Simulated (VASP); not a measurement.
**PbF2: single point with PBE**

The system is PbF2.

```
Pb F
1.0
     0.00000    2.86318    2.86318
     2.86318    0.00000    2.86318
     2.86318    2.86318    0.00000
Pb F
1 2
Direct
  0.00000 0.00000 0.00000
  0.25000 0.25000 0.25000
  0.75000 0.75000 0.75000
```

| Quantity | Value |
| --- | --- |
| Program | VASP 6.6.1 |
| Task | single point |
| Functional | PBE |
| Potentials or basis | VASP PAW PBE potentials, release 64 (Pb_d, F) |
| Cutoff | 520 eV |
| k mesh | 8 × 8 × 8 |
| Occupations | fermi-dirac, width 0.0103 eV |
| Spin | no spin polarisation |
| Dipole correction | no |
| k mesh for the DOS | 12 × 12 × 12 |
| Occupations for the DOS | tetrahedron |
| Further INCAR settings | ALGO = Normal; EDIFF = 1e-06; NBANDS = 21 |

| Item | Value |
| --- | --- |
| Valence electrons inside the program's atomic spheres | Pb 11.78; F 6.09 |

Levels at points of the mesh, in eV from the valence-band top:
```csv
k point,band 10,band 11,band 12,band 13,band 14,band 15,band 16,band 17,band 18,band 19
"(0.00, 0.00, 0.00)",-3.20,-3.20,-2.70,-2.70,-2.70,6.82,6.82,6.82,10.87,15.32
"(0.50, 0.00, 0.00)",-3.51,-3.51,-2.85,-2.85,-0.10,4.95,7.96,7.96,13.35,13.89
"(0.50, 0.50, 0.00)",-4.52,-2.22,-2.19,-2.19,-0.16,4.37,8.25,8.25,8.67,14.60
```

It took 57 s on 1 thread of Intel(R) Xeon(R) Platinum 8375C CPU @ 2.90GHz (Ice Lake), with other jobs on the host, peak memory 0.2 GiB.

Caveat: spin-orbit coupling is left out, which moves the levels of the heavy elements.
